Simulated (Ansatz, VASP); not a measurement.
Two plane-wave programs on Hg

INCAR

```
PREC     = Accurate       # precision mode
ENCUT    = 520            # plane-wave cutoff, eV
EDIFF    = 1E-6           # SCF threshold, eV
ISMEAR   = -1             # smearing method
SIGMA    = 0.05           # smearing width, eV
LREAL    = F              # projectors in reciprocal space
LASPH    = T              # aspherical terms in the spheres
NELM     = 60             # most SCF steps
ALGO     = Fast           # electronic algorithm
ISIF     = 2              # what is computed and relaxed
LWAVE    = F              # write WAVECAR
LCHARG   = F              # write CHGCAR
GGA      = PE             # functional
NBANDS   = 19             # bands
```

The input KPOINTS:

```
Automatic mesh
0
Gamma
  10 10 10
```

File POSCAR:

```
Hg
1.0
   -2.9297541400      2.9297541400      1.5725525500
    2.9297541400     -2.9297541400      1.5725525500
    2.9297541400      2.9297541400     -1.5725525500
Hg
2
Direct
   -0.0007700000      0.0059980000      0.0033530000
    0.7537850000      0.2473270000      0.4840710000
```

File input.yaml:

```yaml
crystal:
  lattice:
    - [-2.92975414, 2.92975414, 1.57255255]
    - [2.92975414, -2.92975414, 1.57255255]
    - [2.92975414, 2.92975414, -1.57255255]
  atoms:
    - { symbol: Hg, position: [-0.00077, 0.005998, 0.003353] }
    - { symbol: Hg, position: [0.753785, 0.247327, 0.484071] }
hamiltonian:
  xc: pbe
  pseudopotentials: { kind: paw }
kpoints:
  mp_grid: { grid: [10, 10, 10] }
scf:
  occupations: { method: fermi_dirac, width: 0.05 }
output:
  forces: true
  stress: true
  eigenvalues: true
```

Change from the starting cell: atoms moved at random, drawn with an rms of 0.05 Å.

Alike in both runs: task single point; functional PBE; k mesh 10 × 10 × 10; occupations fermi-dirac, width 0.05 eV; no spin polarisation.

|  | VASP | Ansatz |
| --- | --- | --- |
| version | VASP 6.6.1 | Ansatz 0.2.0 |
| potentials or method | VASP PAW PBE potentials, release 64 (Hg) | Ansatz PAW |
| plane-wave cutoff (eV) | 520 | 420 |
| valence electrons in the cell | 24 | 40 |

|  | VASP | Ansatz | Ansatz less VASP |
| --- | --- | --- | --- |
| gap on the k mesh at the Fermi level (eV) | none | none | - |
| pressure (GPa) | 1.9 | 1.6 | -0.26 |
| traceless stress, the component that is largest in VASP (GPa) | -0.49 | -0.47 | +0.026 |
| rms of the force components (eV/Å) | 0.141 | 0.134 | -0.0071 |

Atom by atom the forces differ by 0.007 eV/Å (rms over components). A gap of «none» marks a metal or a gap that the smearing closes. VASP's potentials hold 24 valence electrons a cell and Ansatz's 40, so a difference there can come from the potentials and not from the codes.

Spin-orbit coupling is off throughout.
